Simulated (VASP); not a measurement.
Input of a VASP 6.6.1 run:

Contents of INCAR:

```
SYSTEM = PbS
ALGO     = Normal         ! electronic algorithm
EDIFF    = 1E-6           ! SCF threshold, eV
ENCUT    = 520            ! plane-wave cutoff, eV
ISIF     = 2              ! what is computed and relaxed
ISMEAR   = -1             ! smearing method
LASPH    = .True.         ! aspherical terms in the spheres
LCHARG   = .False.        ! write CHGCAR
LREAL    = .False.        ! projectors in reciprocal space
LWAVE    = .False.        ! write WAVECAR
NBANDS   = 17             ! bands
NELM     = 60             ! most SCF steps
PREC     = Accurate       ! precision mode
SIGMA    = 0.05           ! smearing width, eV
```

The input KPOINTS:

```
k-points
0
Gamma
  7 7 7
  0 0 0
```

The input POSCAR:

```
PbS
1.0
    3.6778561224      0.0000000000      0.0000000000
    0.0000000000      3.6778561224      0.0000000000
    0.0000000000      0.0000000000      3.6778561224
Pb S
1 1
Direct
    0.0000000000      0.0000000000      0.0000000000
    0.5000000000      0.5000000000      0.5000000000
```

Potentials or basis: VASP PAW LDA potentials, release 64 (Pb_d, S).

Command:

```console
$ cat potpaw_LDA.64/Pb_d/POTCAR potpaw_LDA.64/S/POTCAR > POTCAR
$ mpirun -np 1 vasp_std > vasp.out
```

Task: What does it give for the band gap on the k mesh?

Result: 0.05 eV, indirect (least direct gap 1.29 eV).

Task: Predict the pressure.

Result: -6.1 GPa.

Caveat: spin-orbit coupling is left out, which moves the levels of the heavy elements. A k mesh can miss the band edges.
